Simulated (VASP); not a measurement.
Crystal: Ag.

```
CELL_PARAMETERS angstrom
0.00000 3.19854 3.19854
3.19854 0.00000 3.19854
3.19854 3.19854 0.00000
ATOMIC_POSITIONS crystal
Ag 0.00000 0.00000 0.00000
Ag 0.25000 0.25000 0.25000
```

This isn't the form of Ag at room conditions, which is fcc.

```yaml
Program: VASP 6.6.1
Task: relaxation of cell and atoms
Functional: PBE
Potentials_or_basis: VASP PAW PBE potentials, release 64 (Ag)
Cutoff: 600 eV
k_mesh: 11 × 11 × 11
Occupations: fermi-dirac, width 0.05 eV
Spin: no spin polarisation
```

At the start: pressure -2.1 GPa; volume 32.72 Å³/atom.

Task: How do energy, volume and symmetry change on relaxing?

Result: Over 3 steps the energy falls by 19.4 meV/atom and the volume is 30.04 Å³/atom (-8.2 %); space group Fd-3m (No. 227, to 0.1 Å) before and after.

Step by step:
| step | energy change (eV) | largest force (eV/Å) | pressure (GPa) | volume (Å³) |
| --- | --- | --- | --- | --- |
| 1 | 0.0000 | 0.0000 | -2.06 | 65.45 |
| 2 | -0.0352 | 0.0000 | -0.72 | 61.53 |
| 3 | -0.0387 | 0.0000 | -0.02 | 60.08 |

Final structure:
```cif
data_structure
_symmetry_space_group_name_H-M 'P 1'
_symmetry_Int_Tables_number 1
_cell_length_a 4.3961
_cell_length_b 4.3961
_cell_length_c 4.3961
_cell_angle_alpha 60.000
_cell_angle_beta 60.000
_cell_angle_gamma 60.000
_cell_volume 60.08
loop_
_atom_site_label
_atom_site_type_symbol
_atom_site_fract_x
_atom_site_fract_y
_atom_site_fract_z
_atom_site_occupancy
Ag1 Ag 0.00000 0.00000 0.00000 1
Ag2 Ag 0.25000 0.25000 0.25000 1
```
